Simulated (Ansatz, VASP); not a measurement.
# SiC: VASP beside Ansatz

INCAR

```
SYSTEM = SiC
PREC = Accurate
ENCUT = 520
EDIFF = 1E-6
ISMEAR = 0
SIGMA = 0.05
LREAL = .FALSE.
LASPH = .TRUE.
NELM = 60
ALGO = Normal
ISIF = 2
LWAVE = .FALSE.
LCHARG = .TRUE.
GGA = CA
LELF = .TRUE.
LVHAR = .TRUE.
NBANDS = 11
```

File KPOINTS:

```
regular mesh
0
G
  14 14 14
  0 0 0
```

Contents of POSCAR:

```
SiC
1.0
    0.0000000000      2.1740000000      2.1740000000
    2.1740000000      0.0000000000      2.1740000000
    2.1740000000      2.1740000000      0.0000000000
Si C
1 1
Direct
   -0.0609855205      0.0000000000      0.0000000000
    0.7500000000      0.7500000000      0.7500000000
```

Input for Ansatz:

```yaml
crystal:
  lattice:
    - [0.0, 2.174, 2.174]
    - [2.174, 0.0, 2.174]
    - [2.174, 2.174, 0.0]
  atoms:
    - { symbol: Si, position: [-0.0609855205, 0.0, 0.0] }
    - { symbol: C, position: [0.75, 0.75, 0.75] }
basis:
  ecutwfc: 420
kpoints:
  mp_grid: { grid: [14, 14, 14] }
hamiltonian:
  xc: lda
scf:
  occupations: { method: gaussian, width: 0.05 }
output:
  forces: true
  stress: true
  eigenvalues: true
```

Change from the starting cell: all Si atoms moved +0.188 Å, as atom 1 towards its neighbour atom 1 (Si) at 3.075 Å.

Alike in both runs: task single point; functional LDA; k mesh 14 × 14 × 14; occupations gaussian, width 0.05 eV; no spin polarisation.

|  | VASP | Ansatz |
| --- | --- | --- |
| version | VASP 6.6.1 | Ansatz 0.2.0 |
| potentials or method | VASP PAW LDA potentials, release 64 (Si, C), cutoff 520 eV | scalar-relativistic, plane waves, PAW |
| valence electrons in the cell | 8 | 8 |

|  | VASP | Ansatz | Ansatz less VASP |
| --- | --- | --- | --- |
| gap on the k mesh at the Fermi level (eV) | 0.43 | 0.44 | +0.013 |
| least direct gap on the mesh (eV) | 4.11 | 4.12 | +0.010 |
| pressure (GPa) | 1.7 | 1.4 | -0.35 |
| traceless stress, the component that is largest in VASP (GPa) | 9.10 | 9.02 | -0.073 |
| rms of the force components (eV/Å) | 2.241 | 2.240 | -0.0013 |

LDA's correlation is that of Perdew and Zunger in VASP and of Perdew and Wang (1992) in Ansatz. Atom by atom the forces differ by 0.003 eV/Å (rms over components).
